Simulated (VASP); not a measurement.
## SmF: single point with PBE

Crystal: SmF.

```
Sm F
1.0
     3.29323    0.00000    0.00000
     0.00000    3.29323    0.00000
     0.00000    0.00000    3.32617
Sm F
1 1
Direct
  0.50000 0.50000 0.50000
  0.00000 0.00000 0.00000
```

```yaml
Program: VASP 6.6.1
Task: single point
Functional: PBE
Potentials_or_basis: VASP PAW PBE potentials, release 64 (Sm, F)
Cutoff: 520 eV
k_mesh: 18 × 18 × 14
Occupations: gaussian, width 0.1 eV
Spin: no spin polarisation
Dipole_correction: no
k_mesh_for_the_DOS: 27 × 27 × 21
Occupations_for_the_DOS: tetrahedron
Further_INCAR_settings: ALGO = Normal; EDIFF = 1e-06; NBANDS = 18
```

```json
{
  "Valence electrons inside the program's atomic spheres": "Sm 13.65; F 6.03"
}
```

Levels at points of the mesh, in eV from the Fermi level:
```tsv
k point	band 9	band 10	band 11	band 12	band 13	band 14	band 15	band 16
(0.00, 0.00, 0.00)	-1.74	-1.17	-1.15	-0.06	-0.06	-0.06	0.12	0.24
```

Wall time 6.4 min on 1 thread of Intel(R) Xeon(R) 6975P-C (Granite Rapids) (shared host), peak memory 0.97 GiB.

Caveat: spin-orbit coupling is left out, which moves the levels of the heavy elements; an odd number of electrons without spin polarisation forces a metal; a magnetic or distorted state may lie lower; the run has no spin polarisation, though such a crystal can be magnetic; semilocal functionals describe open f shells poorly, which spoils levels, moments and volumes. Spin polarisation is off, so any magnetic state and its effect on volume and gap are missing.
